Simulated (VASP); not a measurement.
Wanted: the native input for a VASP 6.6.1 run.

| Quantity | Value |
| --- | --- |
| Task | single point |
| Functional | PBEsol |
| Potentials or basis | VASP PAW PBE potentials, release 64 (La) |
| Cutoff | 520 eV |
| k mesh | 9 × 9 × 9 |
| Occupations | fermi-dirac, width 0.05 eV |
| Spin | no spin polarisation |
| Dipole correction | no |
| Further INCAR settings | ALGO = Fast; EDIFF = 1e-06; NBANDS = 12 |

The structure of La lies in POSCAR:

```
La
1.0
   -2.1044780000      2.1793380000      2.1245200000
    2.1382030000     -2.1291200000      2.1080260000
    2.0847550000      2.1093970000     -2.0743020000
La
1
Direct
   -0.0161300000     -0.0171580000     -0.0149420000
```

This cell differs from its parent crystal: the cell strained at random.

The input as run:

INCAR

```
SYSTEM = La
PREC = Accurate
ENCUT = 520
EDIFF = 1E-6
ISMEAR = -1
SIGMA = 0.05
LREAL = .False.
LASPH = .True.
NELM = 80
ALGO = Fast
ISIF = 2
LWAVE = .False.
LCHARG = .False.
GGA = PS
NBANDS = 12
```

KPOINTS

```
regular mesh
0
Gamma
  9 9 9
  0 0 0
```

Potentials or basis: VASP PAW PBE potentials, release 64 (La).

The run is started by

```sh
$ cat potpaw_PBE.64/La/POTCAR > POTCAR
$ mpirun -np 1 vasp_std > vasp.out
```

It gave:

- Pressure: -2.5 GPa

Caveat: the cell differs from its parent crystal (the cell strained at random); the PAW data sets were made with another functional, which shifts forces and pressure a little.

Wall time 3.3 min on 1 thread of Intel(R) Xeon(R) Platinum 8488C (Sapphire Rapids) (shared host), peak memory 0.33 GiB.
